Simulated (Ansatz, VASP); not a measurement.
## One calculation of BiS, two programs

POSCAR

```
BiS
1.0
    4.0029443400      0.0000000000      0.0000000000
    0.0000000000      4.0029443400      0.0000000000
    0.0000000000      0.0000000000      4.0029443400
Bi S
1 1
Direct
    0.5000000000      0.5000000000      0.5000000000
    0.0000000000      0.0000000000      0.0000000000
```

File INCAR.step1:

```
PREC     = Accurate       # precision mode
ENCUT    = 520            # plane-wave cutoff, eV
EDIFF    = 1E-5           # SCF threshold, eV
ISMEAR   = -1             # smearing method
SIGMA    = 0.05           # smearing width, eV
LREAL    = F              # projectors in reciprocal space
LASPH    = T              # aspherical terms in the spheres
NELM     = 100            # most SCF steps
ALGO     = Normal         # electronic algorithm
ISIF     = 2              # what is computed and relaxed
LWAVE    = T              # write WAVECAR
LCHARG   = F              # write CHGCAR
NBANDS   = 18             # bands
GGA      = PE             # functional
```

Contents of INCAR.step2:

```
PREC     = Accurate       # precision mode
ENCUT    = 520            # plane-wave cutoff, eV
EDIFF    = 1E-6           # SCF threshold, eV
ISMEAR   = -1             # smearing method
SIGMA    = 0.05           # smearing width, eV
LREAL    = F              # projectors in reciprocal space
LASPH    = T              # aspherical terms in the spheres
NELM     = 100            # most SCF steps
ALGO     = Normal         # electronic algorithm
ISIF     = 2              # what is computed and relaxed
LWAVE    = F              # write WAVECAR
LCHARG   = F              # write CHGCAR
GGA      = PS             # functional
LHFCALC  = T              # exact exchange
AEXX     = 0.25           # exact-exchange fraction
HFSCREEN = 0.207          # screening, 1/A
PRECFOCK = Normal       
NBANDS   = 18             # bands
ISTART   = 1
```

File KPOINTS:

```
regular mesh
0
Gamma
  4 4 4
```

The input input:

```
crystal:
  lattice:
    - [4.00294434, 0.0, 0.0]
    - [0.0, 4.00294434, 0.0]
    - [0.0, 0.0, 4.00294434]
  atoms:
    - { symbol: Bi, position: [0.5, 0.5, 0.5] }
    - { symbol: S, position: [0.0, 0.0, 0.0] }
hamiltonian:
  xc:
    exchange: hjs_pbesol
    correlation: pbesol
    exx: { coeff: 0.25, omega: 0.207 }
  pseudopotentials: { kind: paw }
kpoints:
  mp_grid: { grid: [4, 4, 4] }
  band_path:
    path:
      - [[0.0, 0.0, 0.0], [0.0, 0.5, 0.0], [0.5, 0.5, 0.0], [0.0, 0.0, 0.0], [0.5, 0.5, 0.5], [0.0, 0.5, 0.0]]
      - [[0.5, 0.5, 0.0], [0.5, 0.5, 0.5]]
    npoints: 4
scf:
  occupations: { method: fermi_dirac, width: 0.05 }
  n_extra_bands: 6
output:
  forces: true
  stress: true
  eigenvalues: true
  fatbands: false
```

Alike in both runs: functional PBEsol-based screened hybrid; k mesh 4 × 4 × 4; occupations fermi-dirac, width 0.05 eV; no spin polarisation.

|  | VASP | Ansatz |
| --- | --- | --- |
| version | VASP 6.6.1 | Ansatz 0.2.0 |
| potentials or method | VASP PAW PBE potentials, release 64 (Bi_d, S) | Ansatz PAW |
| plane-wave cutoff (eV) | 520 | 420 |
| valence electrons in the cell | 21 | 21 |
| task | single point | band structure |

|  | VASP | Ansatz | Ansatz less VASP |
| --- | --- | --- | --- |
| gap on the k mesh at the Fermi level (eV) | none | none | - |
| pressure (GPa) | -14.6 | -14.5 | +0.08 |

VASP's potentials were made for PBE, not for PBEsol-based screened hybrid. A gap of «none» marks a metal or a gap that the smearing closes. The functional is the same, so the differences come from potentials, cutoffs and numerics.

The k mesh is coarse, so the values compare programs but aren't converged. Spin-orbit coupling is off throughout.
